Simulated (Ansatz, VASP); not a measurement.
**MoS2 in VASP and in Ansatz**

```xyz
6
Lattice="3.1414 0.0000 0.0000 -1.5707 2.7205 0.0000 0.0000 0.0000 13.3402" Properties=species:S:1:pos:R:3 pbc="T T T"
Mo    1.5707    0.9068    3.3350
Mo    0.0000    1.8137   10.0051
S     1.5707    0.9068    8.4155
S     0.0000    1.8137    4.9247
S     1.5707    0.9068   11.5948
S     0.0000    1.8137    1.7454
```

Change from the starting cell: strain along c alone, the other axes held, atoms relaxed: +6.0 %.

Alike in both runs: task relaxation of the atoms; functional PBEsol; k mesh 12 × 12 × 2; occupations gaussian, width 0.02 eV; no spin polarisation.

|  | VASP | Ansatz |
| --- | --- | --- |
| version | VASP 6.6.1 | Ansatz 0.2.0 |
| potentials or method | VASP PAW PBE potentials, release 64 (Mo_sv, S), cutoff 520 eV | scalar-relativistic, plane waves, PAW |
| valence electrons in the cell | 52 | 52 |

|  | VASP | Ansatz | Ansatz less VASP |
| --- | --- | --- | --- |
| gap on the k mesh at the Fermi level, each at its own relaxed structure (eV) | 1.29 | 1.28 | -0.012 |

VASP's potentials were made for PBE, not for PBEsol. Ansatz's warnings: stress scf threshold loose.
